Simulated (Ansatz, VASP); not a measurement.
# BaTiO3: VASP beside Ansatz

File INCAR:

```
SYSTEM = BaTiO3
PREC = Accurate
ENCUT = 520
EDIFF = 1E-7
ISMEAR = 0
SIGMA = 0.05
LREAL = .False.
LASPH = .True.
NELM = 150
ALGO = Normal
ISIF = 2
LWAVE = .False.
LCHARG = .True.
LMAXMIX = 4
LDAU = .True.
LDAUTYPE = 2
LDAUL = -1 2 -1
LDAUU = 0 4 0
LDAUJ = 0 0 0
LDAUPRINT = 1
GGA = PE
LELF = .True.
LVHAR = .True.
NBANDS = 28
```

KPOINTS

```
regular mesh
0
Gamma
  6 6 6
  0 0 0
```

The input POSCAR:

```
BaTiO3
1.0
    2.8174665038      1.6266650444      2.2756719710
   -2.8174665038      1.6266650444      2.2756719710
    0.0000000000     -3.2533300889      2.2756719709
Ba Ti O
1 1 3
Direct
    0.0026800181      0.0026800181      0.0026800181
    0.5127992509      0.5127992509      0.5127992509
    0.4903227049      0.4903227049      0.9825753212
    0.4903227049      0.9825753212      0.4903227049
    0.9825753212      0.4903227049      0.4903227049
```

Input for Ansatz:

```yaml
crystal:
  lattice:
    - [2.8174665038, 1.6266650444, 2.275671971]
    - [-2.8174665038, 1.6266650444, 2.275671971]
    - [0.0, -3.2533300889, 2.2756719709]
  atoms:
    - { symbol: Ba, position: [0.0026800181, 0.0026800181, 0.0026800181] }
    - { symbol: Ti, position: [0.5127992509, 0.5127992509, 0.5127992509] }
    - { symbol: O, position: [0.4903227049, 0.4903227049, 0.9825753212] }
    - { symbol: O, position: [0.4903227049, 0.9825753212, 0.4903227049] }
    - { symbol: O, position: [0.9825753212, 0.4903227049, 0.4903227049] }
basis:
  ecutwfc: 420
kpoints:
  mp_grid: { grid: [6, 6, 6] }
hamiltonian:
  xc: pbe
  hubbard: { sites: [{ species: Ti, l: d, u_eff: 4.0 }] }
scf:
  occupations: { method: gaussian, width: 0.05 }
output:
  forces: true
  stress: true
  eigenvalues: true
```

Change from the starting cell: strain -0.015 along x and y, -0.030 along z, atoms carried along.

Alike in both runs: task single point; functional PBE; k mesh 6 × 6 × 6; occupations gaussian, width 0.05 eV; no spin polarisation; Hubbard terms Ti d U = 4.0 eV.

|  | VASP | Ansatz |
| --- | --- | --- |
| version | VASP 6.6.1 | Ansatz 0.2.0 |
| potentials or method | VASP PAW PBE potentials, release 64 (Ba_sv, Ti_sv, O), cutoff 520 eV | scalar-relativistic, plane waves, PAW |
| valence electrons in the cell | 40 | 40 |

Ansatz gave:

```
gap on the k mesh at the Fermi level (eV)                     : 2.81
least direct gap on the mesh (eV)                             : 3.18
pressure (GPa)                                                : 10.8
traceless stress, the component that is largest in VASP (GPa) : 2.10
rms of the force components (eV/Å)                            : 0.243
```

**Question.** What did VASP give for the same quantities?

**Answer.** gap on the k mesh at the Fermi level (eV): 2.78; least direct gap on the mesh (eV): 3.18; pressure (GPa): 15.1; traceless stress, the component that is largest in VASP (GPa): 1.83; rms of the force components (eV/Å): 0.488.

The programs project onto different local orbitals, so the same U acts differently, and such runs can settle in different states. Atom by atom the forces differ by 0.245 eV/Å (rms over components).

Neither program's run includes spin-orbit coupling.
